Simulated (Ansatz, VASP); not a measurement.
Two plane-wave programs on Na3HfO

Contents of INCAR:

```
PREC = Accurate
ENCUT = 600
EDIFF = 1E-7
ISMEAR = 0
SIGMA = 0.1
LREAL = F
LASPH = T
NELM = 80
ALGO = Normal
ISIF = 3
LWAVE = F
LCHARG = F
GGA = PE
IBRION = 2
NSW = 90
EDIFFG = -0.04
```

File KPOINTS:

```
regular mesh
0
Gamma
  6 6 6
```

The input POSCAR:

```
Na3HfO
1.0
    5.3464873800      0.0000000000      0.0000000000
   -2.6732436900      4.6301938900      0.0000000000
    0.0000000000      0.0000000000      3.6335736600
Na Hf O
3 1 1
Direct
    0.5000000000      0.0000000000      0.5000000000
    0.0000000000      0.5000000000      0.5000000000
    0.5000000000      0.5000000000      0.5000000000
    0.0000000000      0.0000000000      0.0000000000
    0.0000000000      0.0000000000      0.5000000000
```

Input for Ansatz:

```yaml
crystal:
  lattice:
    - [5.34648738, 0.0, 0.0]
    - [-2.67324369, 4.63019389, 0.0]
    - [0.0, 0.0, 3.63357366]
  atoms:
    - { symbol: Na, position: [0.5, 0.0, 0.5] }
    - { symbol: Na, position: [0.0, 0.5, 0.5] }
    - { symbol: Na, position: [0.5, 0.5, 0.5] }
    - { symbol: Hf, position: [0.0, 0.0, 0.0] }
    - { symbol: O, position: [0.0, 0.0, 0.5] }
basis:
  ecutwfc: 420
kpoints:
  mp_grid: { grid: [6, 6, 6] }
hamiltonian:
  xc: pbe
scf:
  occupations: { method: gaussian, width: 0.1 }
  lower_state_search: "off"
output:
  forces: true
  stress: true
  eigenvalues: true
relax:
  adjacent_minimum: "off"
  f_tol: 0.04
  max_steps: 70
  cell: { stress_tol: 0.4 }
```

Alike in both runs: task relaxation of cell and atoms; functional PBE; k mesh 6 × 6 × 6; occupations gaussian, width 0.1 eV; no spin polarisation.

```csv
,VASP,Ansatz
version,VASP 6.6.1,Ansatz 0.2.0
potentials or method,"VASP PAW PBE potentials, release 64 (Na_pv, Hf_pv, O), cutoff 600 eV","scalar-relativistic, plane waves, PAW"
valence electrons in the cell,37,59
```

VASP gave:

| Item | Value |
| --- | --- |
| gap on the k mesh at the Fermi level, each at its own relaxed structure (eV) | none |
| relaxed volume (Å³/atom) | 28.92 |
| relaxed cell length with the largest relative difference (Å) | 6.527 |

What did Ansatz give for the same quantities?

gap on the k mesh at the Fermi level, each at its own relaxed structure (eV): none; relaxed volume (Å³/atom): 29.74; relaxed cell length with the largest relative difference (Å): 6.614.

A gap of «none» marks a metal or a gap that the smearing closes. VASP's potentials hold 37 valence electrons a cell and Ansatz's 59, so a difference there can come from the potentials and not from the codes.

Spin-orbit coupling is off throughout. Noted on VASP's run: the volume moved by over 15 % at a fixed basis, so the end points are rough.
